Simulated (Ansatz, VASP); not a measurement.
## One calculation of V, two programs

File INCAR:

```
SYSTEM = V
PREC = Accurate ; ENCUT = 520
EDIFF = 1E-6 ; ISMEAR = -1
SIGMA = 0.08 ; LREAL = .FALSE.
LASPH = .TRUE. ; NELM = 150
ALGO = Normal ; ISIF = 2
LWAVE = .FALSE. ; LCHARG = .TRUE.
ISPIN = 2 ; MAGMOM = 1.5 1.5
LORBIT = 11 ; LMAXMIX = 4
GGA = PE ; LELF = .TRUE.
LVHAR = .TRUE. ; NBANDS = 24
```

Contents of KPOINTS:

```
Automatic mesh
0
G
  10 10 10
  0 0 0
```

File POSCAR:

```
V
1.0
    0.0000000000      2.7782963117      2.7782963117
    2.7782963117      0.0000000000      2.7782963117
    2.7782963117      2.7782963117      0.0000000000
V
2
Direct
    0.0000000000      0.0000000000      0.0000000000
    0.2500000000      0.2500000000      0.2500000000
```

Input for Ansatz:

```yaml
crystal:
  lattice:
    - [0.0, 2.7782963117, 2.7782963117]
    - [2.7782963117, 0.0, 2.7782963117]
    - [2.7782963117, 2.7782963117, 0.0]
  atoms:
    - { symbol: V, position: [0.0, 0.0, 0.0], spin: 1.5 }
    - { symbol: V, position: [0.25, 0.25, 0.25], spin: 1.5 }
magnetization:
  spin_polarized: true
kpoints:
  mp_grid: { grid: [10, 10, 10] }
scf:
  occupations: { method: fermi_dirac, width: 0.08 }
hamiltonian:
  xc: pbe
  pseudopotentials: { kind: all_electron, lapw: { basis_error: 0.001 } }
output:
  forces: true
  stress: true
  eigenvalues: true
```

Change from the starting cell: volume scaled by 1.05.

Alike in both runs: task single point; functional PBE; k mesh 10 × 10 × 10; occupations fermi-dirac, width 0.08 eV; collinear spin.

|  | VASP | Ansatz |
| --- | --- | --- |
| version | VASP 6.6.1 | Ansatz 0.2.0 |
| potentials or method | VASP PAW PBE potentials, release 64 (V_sv), cutoff 520 eV | all-electron LAPW, scalar-relativistic |

```csv
,VASP,Ansatz,Ansatz less VASP
pressure (GPa),-2.5,-2.7,-0.22
net moment per atom (μB),1.91,1.91,-0.005
size of the moment on the site where the two differ most (μB),1.72,1.63,-0.085
```

Site moments also hang on the region over which each program counts them. Ansatz ran all-electron here, and VASP with PAW potentials.
